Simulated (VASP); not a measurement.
Here is a VASP 6.6.1 calculation.

File POSCAR:

```
WS2
1.0
    3.1810953814      0.0000000000      0.0000000000
   -1.5905476907      2.7273603180      0.0000000000
    0.0000000000      0.0000000000     16.9507399585
W S
1 2
Direct
    0.3333333333      0.6666666667      0.0000000000
    0.6666666667      0.3333333333      0.9080224901
    0.6666666667      0.3333333333      0.0919775099
```

File INCAR.step1:

```
PREC = Accurate ; ENCUT = 520
ISMEAR = 0 ; SIGMA = 0.05
LREAL = False ; LASPH = True
NELM = 100 ; NBANDS = 20
GGA = PE ; ALGO = Normal
EDIFF = 1E-4 ; LWAVE = True
LCHARG = False
```

INCAR.step2

```
PREC = Accurate ; ENCUT = 520
EDIFF = 1E-6 ; ISMEAR = 0
SIGMA = 0.05 ; LREAL = False
LASPH = True ; NELM = 100
ALGO = Normal ; ISIF = 2
LWAVE = False ; LCHARG = False
METAGGA = R2SCAN ; LMIXTAU = True
NBANDS = 20 ; ISTART = 1
```

Contents of KPOINTS:

```
Automatic mesh
0
Gamma
  12 12 2
```

Potentials or basis: VASP PAW PBE potentials, release 64 (W_sv, S).

The run is started by

```sh
$ cat potpaw_PBE.64/W_sv/POTCAR potpaw_PBE.64/S/POTCAR > POTCAR
$ cp INCAR.step1 INCAR
$ mpirun -np 1 vasp_std > vasp.out
$ cp INCAR.step2 INCAR
$ mpirun -np 1 vasp_std > vasp.out
```

Problem. Estimate the band gap on the k mesh.

Solution. 1.98 eV.

Problem. Estimate the largest force.

Solution. 0.142 eV/Å.

Forces on the atoms (eV/Å):
```
W    0.000 -0.071  0.000
S    0.000  0.035 -0.138
S    0.000  0.035  0.138
```

Caveat: the cell differs from its parent crystal (strain -0.0100 x Voigt [0, 1, 0, 0, 0, 0]); there is no dipole correction, which matters where the two faces differ; the PAW data sets were made with another functional, which shifts forces and pressure a little; spin-orbit coupling is left out, which moves the levels of the heavy elements.
